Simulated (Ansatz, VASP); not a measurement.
**Sc in VASP and in Ansatz**

File INCAR:

```
PREC     = Accurate       # precision mode
ENCUT    = 500            # plane-wave cutoff, eV
EDIFF    = 1E-6           # SCF threshold, eV
ISMEAR   = 1              # smearing method
SIGMA    = 0.2            # smearing width, eV
LREAL    = False          # projectors in reciprocal space
LASPH    = True           # aspherical terms in the spheres
NELM     = 120            # most SCF steps
ALGO     = Normal         # electronic algorithm
ISIF     = 2              # what is computed and relaxed
LWAVE    = False          # write WAVECAR
LCHARG   = False          # write CHGCAR
NBANDS   = 18             # bands
GGA_COMPAT= False
```

Contents of KPOINTS:

```
Automatic mesh
0
Gamma
  11 11 6
```

POSCAR

```
Sc
1.0
    3.2269060027      0.0000000000      0.0000000000
   -1.6134530014      2.7945825740      0.0000000000
    0.0000000000      0.0000000000      5.0094253455
Sc
2
Direct
    0.3333333333      0.6666666667      0.2500000000
    0.6666666667      0.3333333333      0.7500000000
```

Input for Ansatz:

```yaml
crystal:
  lattice:
    - [3.2269060027, 0.0, 0.0]
    - [-1.6134530014, 2.794582574, 0.0]
    - [0.0, 0.0, 5.0094253455]
  atoms:
    - { symbol: Sc, position: [0.3333333333, 0.6666666667, 0.25] }
    - { symbol: Sc, position: [0.6666666667, 0.3333333333, 0.75] }
hamiltonian:
  xc: lda
  pseudopotentials:
    kind: paw
    azcp:
      Sc: "pseudopotentials/Sc.paw.azcp"
basis:
  ecutwfc: 420
  fft_grid_basis: typed
kpoints:
  mp_grid: { grid: [11, 11, 6], shift: [0, 0, 0] }
magnetization:
  spin_polarized: false
scf:
  occupations: { method: cold, width: 0.2 }
  lower_state_search: "off"
output:
  stress: true
```

Alike in both runs: task single point; functional LDA; k mesh 11 × 11 × 6; no spin polarisation.

|  | VASP | Ansatz |
| --- | --- | --- |
| version | VASP 6.6.1 | Ansatz 0.2.0 |
| potentials or method | VASP PAW LDA potentials, release 64 (Sc_sv), cutoff 500 eV | plane waves (420 eV) with PAW, scalar-relativistic |
| occupations | methfessel-paxton of order 1, width 0.2 eV | cold, width 0.2 eV |
| valence electrons in the cell | 22 | 22 |

Ansatz gave:

```
pressure (GPa)                                                : -0.2
traceless stress, the component that is largest in VASP (GPa) : -0.34
```

Task: Which values does VASP return?

Result: Pressure (GPa): -0.1; traceless stress, the component that is largest in VASP (GPa): -0.37.

Ansatz warns that its potentials were made for another functional, while VASP's fit it. LDA's correlation is that of Perdew and Zunger in VASP and of Perdew and Wang (1992) in Ansatz.
